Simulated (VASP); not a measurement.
Here is a VASP 6.6.1 calculation.

Contents of INCAR:

```
SYSTEM = Si2W
PREC     = Accurate       ! precision mode
ENCUT    = 500            ! plane-wave cutoff, eV
EDIFF    = 1E-6           ! SCF threshold, eV
ISMEAR   = 0              ! smearing method
SIGMA    = 0.1            ! smearing width, eV
LREAL    = .False.        ! projectors in reciprocal space
LASPH    = .True.         ! aspherical terms in the spheres
NELM     = 120            ! most SCF steps
ALGO     = Normal         ! electronic algorithm
ISIF     = 2              ! what is computed and relaxed
LWAVE    = .False.        ! write WAVECAR
LCHARG   = .True.         ! write CHGCAR
GGA      = PE             ! functional
LELF     = .True.         ! ELF
LVHAR    = .True.       
NBANDS   = 18             ! bands
GGA_COMPAT= .False.
```

File KPOINTS:

```
regular mesh
0
Gamma
  14 14 14
  0 0 0
```

File POSCAR:

```
Si2W
1.0
    0.0000000000      2.9451317438      2.9451317438
    2.9451317438      0.0000000000      2.9451317438
    2.9451317438      2.9451317438      0.0000000000
Si W
2 1
Direct
    0.2500000000      0.2500000000      0.2500000000
    0.7500000000      0.7500000000      0.7500000000
    0.5000000000      0.5000000000      0.5000000000
```

Potentials or basis: VASP PAW PBE potentials, release 64 (Si, W_sv).

The run is started by

```console
$ cat potpaw_PBE.64/Si/POTCAR potpaw_PBE.64/W_sv/POTCAR > POTCAR
$ mpirun -np 1 vasp_std > vasp.out
```

Q: What does it give for the pressure?

A: 0.0 GPa.

Q: What does it give for the band gap on the k mesh?

A: Zero (band 11 reaches 9.00 eV, above the bottom of band 12 at 7.40 eV).

Caveat: spin-orbit coupling is left out, which moves the levels of the heavy elements.
